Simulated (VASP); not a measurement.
A run of VASP 6.6.1:

INCAR

```
SYSTEM = MoH6
PREC     = Accurate       ! precision mode
ENCUT    = 500            ! plane-wave cutoff, eV
EDIFF    = 1E-6           ! SCF threshold, eV
ISMEAR   = 0              ! smearing method
SIGMA    = 0.15           ! smearing width, eV
LREAL    = .False.        ! projectors in reciprocal space
LASPH    = .True.         ! aspherical terms in the spheres
NELM     = 120            ! most SCF steps
ALGO     = Normal         ! electronic algorithm
ISIF     = 2              ! what is computed and relaxed
LWAVE    = .False.        ! write WAVECAR
LCHARG   = .False.        ! write CHGCAR
GGA      = PE             ! functional
NBANDS   = 19             ! bands
GGA_COMPAT= .False.
```

Contents of KPOINTS:

```
regular mesh
0
Gamma
  3 3 3
  0 0 0
```

POSCAR

```
MoH6
1.0
   -1.9764375000      1.9764375000      1.9764375000
    1.9764375000     -1.9764375000      1.9764375000
    1.9764375000      1.9764375000     -1.9764375000
H Mo
6 1
Direct
    0.2500000000      0.7500000000      0.5000000000
    0.2500000000      0.5000000000      0.7500000000
    0.5000000000      0.2500000000      0.7500000000
    0.7500000000      0.2500000000      0.5000000000
    0.5000000000      0.7500000000      0.2500000000
    0.7500000000      0.5000000000      0.2500000000
    0.0000000000      0.0000000000      0.0000000000
```

Potentials or basis: VASP PAW PBE potentials, release 64 (H, Mo_sv).

Run with:

```sh
$ cat potpaw_PBE.64/H/POTCAR potpaw_PBE.64/Mo_sv/POTCAR > POTCAR
$ mpirun -np 1 vasp_std > vasp.out
```

Hardware: 1 thread of AMD EPYC 7R13 Processor (Zen 3), with other jobs on the host.

Q: How long does it take, and how much memory?

A: Run time: 3.8 s on 1 thread of AMD EPYC 7R13 Processor (Zen 3), with other jobs on the host, peak memory 0.12 GiB. Counts: scf iterations 11, k points 4.
